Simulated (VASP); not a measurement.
# ZrN in VASP: single point with PBE+D3(BJ)

Aim: the single point of ZrN with PBE+D3(BJ).

All numbers are computed with VASP 6.6.1; they aren't measurements. Logs are shortened: lines on timing, memory, paths and dates and some standing lists are left out, and cuts for length are marked.

## (1) The cell of the first run

The cell holds a slab with vacuum, 24 atoms: a = 6.448 Å, b = 6.448 Å, c = 22.581 Å, α = 90.00°, β = 90.00°, γ = 120.00°.

## (2) Single point, PBE+D3(BJ)

Input file INCAR:

```
SYSTEM = ZrN
PREC = Accurate ; ENCUT = 520
EDIFF = 1E-6 ; ISMEAR = 0
SIGMA = 0.1 ; LREAL = Auto
LASPH = .TRUE. ; NELM = 80
ALGO = Normal ; ISIF = 2
LWAVE = .FALSE. ; LCHARG = .TRUE.
LDIPOL = .TRUE. ; IDIPOL = 3
DIPOL = 0.5 0.5 0.500 ; GGA = PE
IVDW = 12 ; LELF = .TRUE.
LVHAR = .TRUE. ; LVACPOTAV = .TRUE.
NBANDS = 120
```

Input file KPOINTS:

```
regular mesh
0
G
  4 4 1
  0 0 0
```

Input file POSCAR:

```
ZrN
1.0
    6.4475937654      0.0000000000      0.0000000000
   -3.2237968827      5.5837799941      0.0000000000
    0.0000000000      0.0000000000     22.5805478308
N Zr
12 12
Direct
    0.1666666667      0.3333333333      0.3542872414
    0.1666666667      0.8333333333      0.3542872414
    0.6666666667      0.3333333333      0.3542872414
    0.6666666667      0.8333333333      0.3542872414
    0.5000000000      0.5000000000      0.4708574483
    0.5000000000      0.0000000000      0.4708574483
    0.0000000000      0.5000000000      0.4708574483
    0.0000000000      0.0000000000      0.4708574483
    0.8333333333      0.6666666667      0.5880678477
    0.8333333333      0.1666666667      0.5880678477
    0.3333333333      0.6666666667      0.5880678477
    0.3333333333      0.1666666667      0.5880678477
    0.3333333333      0.1666666667      0.4125723448
    0.3333333333      0.6666666667      0.4125723448
    0.8333333333      0.1666666667      0.4125723448
    0.8333333333      0.6666666667      0.4125723448
    0.6666666667      0.3333333333      0.5312430967
    0.6666666667      0.8333333333      0.5312430967
    0.1666666667      0.3333333333      0.5312430967
    0.1666666667      0.8333333333      0.5312430967
    0.0000000000      0.5000000000      0.6449296675
    0.0000000000      0.0000000000      0.6449296675
    0.5000000000      0.5000000000      0.6449296675
    0.5000000000      0.0000000000      0.6449296675
```

Potentials or basis: VASP PAW PBE potentials, release 64 (N, Zr_sv).

Started as:

```bash
$ cat potpaw_PBE.64/N/POTCAR potpaw_PBE.64/Zr_sv/POTCAR > POTCAR
$ mpirun -np 1 vasp_std > vasp.out
```

OUTCAR:

```text
SYSTEM = ZrN
   PREC = Accurate
   ENCUT = 520
   EDIFF = 1E-6
   ISMEAR = 0
   LREAL = Auto
   LASPH = .TRUE.
   NELM = 80
   ISIF = 2
   GGA = PE
   IVDW = 12
 IVDW          = 12

 ion  position               nearest neighbor table
   1  0.167  0.333  0.354-  13 2.28  14 2.28  15 2.28
   2  0.167  0.833  0.354-  14 2.28  13 2.28  16 2.28
   3  0.667  0.333  0.354-  15 2.28  16 2.28  13 2.28
   4  0.667  0.833  0.354-  16 2.28  15 2.28  14 2.28
   5  0.500  0.500  0.471-  13 2.28  16 2.28  14 2.28  18 2.31  19 2.31  17 2.31
   6  0.500  0.000  0.471-  14 2.28  15 2.28  13 2.28  17 2.31  20 2.31  18 2.31
   7  0.000  0.500  0.471-  15 2.28  14 2.28  16 2.28  20 2.31  17 2.31  19 2.31
   8  0.000  0.000  0.471-  16 2.28  13 2.28  15 2.28  19 2.31  18 2.31  20 2.31
   9  0.833  0.667  0.588-  18 2.26  17 2.26  20 2.26  22 2.26  23 2.26  21 2.26
  10  0.833  0.167  0.588-  17 2.26  18 2.26  19 2.26  21 2.26  24 2.26  22 2.26
  11  0.333  0.667  0.588-  20 2.26  19 2.26  18 2.26  24 2.26  21 2.26  23 2.26
  12  0.333  0.167  0.588-  19 2.26  20 2.26  17 2.26  23 2.26  22 2.26  24 2.26
  13  0.333  0.167  0.413-   1 2.28   2 2.28   3 2.28   5 2.28   8 2.28   6 2.28  14 3.22  16 3.22
                            14 3.22  16 3.22  15 3.22  15 3.22  19 3.26  20 3.26  17 3.26
  14  0.333  0.667  0.413-   2 2.28   1 2.28   4 2.28   6 2.28   7 2.28   5 2.28  13 3.22  15 3.22
                            13 3.22  15 3.22  16 3.22  16 3.22  20 3.26  19 3.26  18 3.26
  15  0.833  0.167  0.413-   3 2.28   4 2.28   1 2.28   7 2.28   6 2.28   8 2.28  14 3.22  16 3.22
                            16 3.22  14 3.22  13 3.22  13 3.22  17 3.26  18 3.26  19 3.26
  16  0.833  0.667  0.413-   4 2.28   3 2.28   2 2.28   8 2.28   5 2.28   7 2.28  13 3.22  15 3.22
                            15 3.22  13 3.22  14 3.22  14 3.22  18 3.26  17 3.26  20 3.26
  17  0.667  0.333  0.531-  10 2.26   9 2.26  12 2.26   6 2.31   7 2.31   5 2.31  24 3.17  21 3.17
                            23 3.17  20 3.22  18 3.22  18 3.22  20 3.22  19 3.22  19 3.22  15 3.26
[... 19 lines left out ...]
  Lattice vectors:

 A1 = (   6.4475937654,   0.0000000000,   0.0000000000)
 A2 = (  -3.2237968827,   5.5837799941,   0.0000000000)
 A3 = (   0.0000000000,   0.0000000000,  22.5805478308)

Analysis of symmetry for initial positions (statically):
=====================================================================
 Subroutine PRICEL returns following result:

  LATTYP: Found a hexagonal cell.
 ALAT       =     3.2237968827
 C/A-ratio  =     7.0043332916

  Lattice vectors:

 A1 = (   3.2237968827,   0.0000000000,   0.0000000000)
 A2 = (  -1.6118984413,   2.7918899971,   0.0000000000)
 A3 = (   0.0000000000,   0.0000000000,  22.5805478308)

   4 primitive cells build up your supercell.

 Routine SETGRP: Setting up the symmetry group for a
 hexagonal supercell.

 Subroutine GETGRP returns: Found  6 space group operations
 (whereof  6 operations were pure point group operations)
 out of a pool of 24 trial point group operations.

The static configuration has the point symmetry C_3v.

Analysis of symmetry for dynamics (positions and initial velocities):
=====================================================================
 Subroutine PRICEL returns following result:

  LATTYP: Found a hexagonal cell.
 ALAT       =     3.2237968827
 C/A-ratio  =     7.0043332916

  Lattice vectors:

 A1 = (   3.2237968827,   0.0000000000,   0.0000000000)
 A2 = (  -1.6118984413,   2.7918899971,   0.0000000000)
 A3 = (   0.0000000000,   0.0000000000,  22.5805478308)

   4 primitive cells build up your supercell.

 Routine SETGRP: Setting up the symmetry group for a
 hexagonal supercell.

 Subroutine GETGRP returns: Found  6 space group operations
 (whereof  6 operations were pure point group operations)
 out of a pool of 24 trial point group operations.

The dynamic configuration has the point symmetry C_3v.

 Subroutine INISYM returns: Found  6 space group operations
 (whereof  6 operations are pure point group operations),
 and found     4 'primitive' translations

----------------------------------------------------------------------------------------

                                     Primitive cell

  volume of cell :     203.2359

  direct lattice vectors                    reciprocal lattice vectors
     3.223796883  0.000000000  0.000000000     0.310193240  0.179090151  0.000000000
    -1.611898441  2.791889997  0.000000000     0.000000000  0.358180301  0.000000000
     0.000000000  0.000000000 22.580547831     0.000000000  0.000000000  0.044285905

  length of vectors
     3.223796883  3.223796883 22.580547831     0.358180301  0.358180301  0.044285905

  position of ions in fractional coordinates (direct lattice)
     0.333333333  0.666666667  0.354287241
     0.000000000  0.000000000  0.470857448
     0.666666667  0.333333333  0.588067848
     0.666666667  0.333333333  0.412572345
     0.333333333  0.666666667  0.531243097
     0.000000000  0.000000000  0.644929668

  ion indices of the primitive-cell ions
   primitive index   ion index
                 1           1
                 2           7
                 3          12
                 4          13
                 5          19
                 6          21

----------------------------------------------------------------------------------------

 KPOINTS: regular mesh

Automatic generation of k-mesh.
 Grid dimensions read from file:
 generate k-points for:    4    4    1

 Generating k-lattice:

  Cartesian coordinates                     Fractional coordinates (reciprocal lattice)
     0.038774155  0.022386269  0.000000000     0.250000000  0.000000000  0.000000000
     0.000000000  0.044772538  0.000000000     0.000000000  0.250000000  0.000000000
     0.000000000  0.000000000  0.044285905     0.000000000  0.000000000  1.000000000

  Length of vectors
     0.044772538  0.044772538  0.044285905

  Shift w.r.t. Gamma in fractional coordinates (k-lattice)
     0.000000000  0.000000000  0.000000000

 Subroutine IBZKPT returns following result:
 ===========================================

 Found      4 irreducible k-points:

 Following reciprocal coordinates:
            Coordinates               Weight
  0.000000  0.000000  0.000000      1.000000
  0.250000  0.000000  0.000000      6.000000
  0.500000  0.000000  0.000000      3.000000
  0.250000  0.250000  0.000000      6.000000
   k-points           NKPTS =      4   k-points in BZ     NKDIM =      4   number of bands    NBANDS=    120
   number of dos      NEDOS =    301   number of ions     NIONS =     24
   total plane-waves  NPLWV = 387072
   dimension x,y,z NGX =    48 NGY =   48 NGZ =  168
   dimension x,y,z NGXF=    96 NGYF=   96 NGZF=  336
   ions per type =              12  12
   NGX,Y,Z   is equivalent  to a cutoff of  12.38, 12.38, 12.37 a.u.
   NGXF,Y,Z  is equivalent  to a cutoff of  24.75, 24.75, 24.74 a.u.
 SYSTEM =  ZrN
   PREC   = accura    normal or accurate (medium, high low for compatibility)
   ISTART =      0    job   : 0-new  1-cont  2-samecut
   ICHARG =      2    charge: 1-file 2-atom 10-const
   ISPIN  =      1    spin polarized calculation?
   LNONCOLLINEAR =      F non collinear calculations
   LSORBIT =      F    spin-orbit coupling
   LASPH  =      T    aspherical Exc in radial PAW
   ENCUT  =  520.0 eV  38.22 Ry    6.18 a.u.  11.99 11.99 41.98*2*pi/ulx,y,z
   NELM   =     80;   NELMIN=  2; NELMDL= -5     # of ELM steps
   EDIFF  = 0.1E-05   stopping-criterion for ELM
   LREAL  =      T    real-space projection
   EDIFFG = 0.1E-04   stopping-criterion for IOM
   NSW    =      0    number of steps for IOM
   IBRION =     -1    ionic relax: 0-MD 1-quasi-New 2-CG
   NFREE  =      0    steps in history (QN), initial steepest desc. (CG)
   ISIF   =      2    stress and relaxation
   ISYM   =      2    0-nonsym 1-usesym 2-fastsym
   POTIM  = 0.5000    time-step for ionic-motion
   TEBEG  =    0.0;   TEEND  =   0.0 temperature during run
   PSTRESS=    0.0 pullay stress
   NELECT =     204.0000    total number of electrons
   NUPDOWN=      -1.0000    fix difference up-down
   EMIN   =  10.00;   EMAX   =-10.00  energy-range for DOS
   EFERMI =   0.00;   METHOD = LEGACY
   ISMEAR =     0;   SIGMA  =   0.10  broadening in eV -4-tet -1-fermi 0-gaus
   EFERMI_NEDOS =   21; number of points for ismear=-14 and -15
   IALGO  =     38    algorithm
   IMIX   =      4    mixing-type and parameters
     AMIX     =   0.40;   BMIX     =  1.00
     AMIX_MAG =   1.60;   BMIX_MAG =  1.00
  volume/ion in A,a.u.               =      33.87       228.58
  Fermi-wavevector in a.u.,A,eV,Ry     =   1.032598  1.951328 14.507338  1.066259
  Thomas-Fermi vector in A             =   2.166804
   LORBIT       =      0    0 simple, 1 ext, 2 COOP (PROOUT), +10 PAW based schemes
   GGA     = PE    functional components
   LHFCALC =     F    Hartree Fock is set to
   AEXX    =    0.0000 exact exchange contribution
   IVDW    =    12    specifies the selected vdW correction
   LEPSILON=     F    determine dielectric tensor
   LRPA    =     F    only Hartree local field effects (RPA)
 non-spin polarized calculation
 Gauss-broadening in eV      SIGMA  =   0.10
  energy-cutoff  :      520.00
  volume of cell :      812.94
 maximum number of plane-waves:     21916
 NGX is ok and might be reduce to    48
   NGX = 23   NGY = 23   NGZ = 83

 dipolmoment           0.000000      0.000000      2.431192 electrons x Angstroem

 number of electron     204.0000026 magnetization

 dipolmoment           0.000000      0.000000     -0.763405 electrons x Angstroem

 Free energy of the ion-electron system (eV)
  ---------------------------------------------------
  ext. energy  EPLUGINS =         0.00000000
  ---------------------------------------------------
  free energy    TOTEN  =      -224.89764250 eV

  energy without entropy =     -224.76902287  energy(sigma->0) =     -224.83333269

 E-fermi :  -0.0918     XC(G=0):  -5.3727

 val. band max:       -0.1167338589   @ k =   0.2500   0.0000   0.0000
 cond. band min:      -0.0710599116   @ k =   0.2500   0.2500   0.0000
 fundamental gap:      0.0456739473
 Fermi energy:        -0.0917527651

 k-point     1 :       0.0000    0.0000    0.0000
  band No.  band energies     occupation
      1     -49.3839      2.00000
      2     -49.2652      2.00000
      3     -49.2652      2.00000
      4     -49.2652      2.00000
      5     -49.2563      2.00000
      6     -49.1807      2.00000
[... 457 lines left out ...]
    113       1.9532      0.00000
    114       2.1008      0.00000
 [bands above 114 left out]

------------------------ aborting loop because EDIFF is reached ----------------------------------------

 Edisp (eV)   -7.24114

 E8    (eV) :    -3.4123

  FORCE on cell =-STRESS in cart. coord.  units (eV):
  Direction    XX          YY          ZZ          XY          YZ          ZX
  --------------------------------------------------------------------------------------
  -------------------------------------------------------------------------------------
  Total      -5.31089    -5.31089   -16.08271     0.00000     0.00000     0.00000
  in kB     -10.46688   -10.46688   -31.69636     0.00000     0.00000     0.00000
  external pressure =      -17.54 kB  Pullay stress =        0.00 kB

 VOLUME and BASIS-vectors are now :
 -----------------------------------------------------------------------------
  energy-cutoff  :      520.00
  volume of cell :      812.94
      direct lattice vectors                 reciprocal lattice vectors
     6.447593765  0.000000000  0.000000000     0.155096620  0.089545075  0.000000000
    -3.223796883  5.583779994  0.000000000     0.000000000  0.179090151  0.000000000
     0.000000000  0.000000000 22.580547831     0.000000000  0.000000000  0.044285905

 POSITION                                       TOTAL-FORCE (eV/Angst)
 -----------------------------------------------------------------------------------
      0.00000      1.86126      8.00000         0.000000     -0.000000      4.552834
     -1.61190      4.65315      8.00000         0.000000     -0.000000      4.552834
      3.22380      1.86126      8.00000         0.000000     -0.000000      4.552834
      1.61190      4.65315      8.00000         0.000000     -0.000000      4.552834
      1.61190      2.79189     10.63222         0.000000      0.000000      1.460689
      3.22380      0.00000     10.63222         0.000000      0.000000      1.460689
[... 16 lines left out ...]
      1.61190      2.79189     14.56287         0.000000      0.000000      0.029626
      3.22380      0.00000     14.56287         0.000000      0.000000      0.029626
 -----------------------------------------------------------------------------------
    total drift:                                0.000000      0.000000      0.007248

  FREE ENERGIE OF THE ION-ELECTRON SYSTEM (eV)
  ---------------------------------------------------
  free  energy   TOTEN  =      -232.1387786667 eV

  energy  without entropy=     -232.0101590461  energy(sigma->0) =     -232.07446886

 vacuum level on the upper side and lower side of the slab         4.304         8.141
```

Wall time 19 min (1 thread of AMD EPYC 7R13 (Zen 3), shared host); peak memory 0.84 GiB.

What came out:

```
Free energy                : -232.1388 eV
Largest force              : 6.036 eV/Å
Band gap on the k mesh     : zero (bands 102 and 103 overlap by 0.46 eV)
Dispersion energy per atom : -0.302 eV
```

Forces in eV/Å, atoms in the order of the input:
```
N    0.000  0.000  4.553
N    0.000  0.000  4.553
N    0.000  0.000  4.553
N    0.000  0.000  4.553
N    0.000  0.000  1.461
N    0.000  0.000  1.461
N    0.000  0.000  1.461
N    0.000  0.000  1.461
N    0.000  0.000 -0.016
N    0.000  0.000 -0.016
N    0.000  0.000 -0.016
N    0.000  0.000 -0.016
Zr   0.000  0.000 -6.036
Zr   0.000  0.000 -6.036
Zr   0.000  0.000 -6.036
Zr   0.000  0.000 -6.036
Zr   0.000  0.000  0.009
Zr   0.000  0.000  0.009
Zr   0.000  0.000  0.009
Zr   0.000  0.000  0.009
Zr   0.000  0.000  0.030
Zr   0.000  0.000  0.030
Zr   0.000  0.000  0.030
Zr   0.000  0.000  0.030
```

Levels at points of the mesh, in eV from the Fermi level:
```csv
k point,band 98,band 99,band 100,band 101,band 102,band 103,band 104,band 105,band 106,band 107
"(0.00, 0.00, 0.00)",-0.10,-0.10,-0.10,0.20,0.33,0.33,0.33,0.54,0.54,0.89
"(0.50, 0.00, 0.00)",-0.32,-0.22,-0.22,-0.21,-0.21,-0.12,-0.12,0.80,0.80,1.00
```

The gap in the log of VASP goes by the Fermi energy; the results here count the filled bands.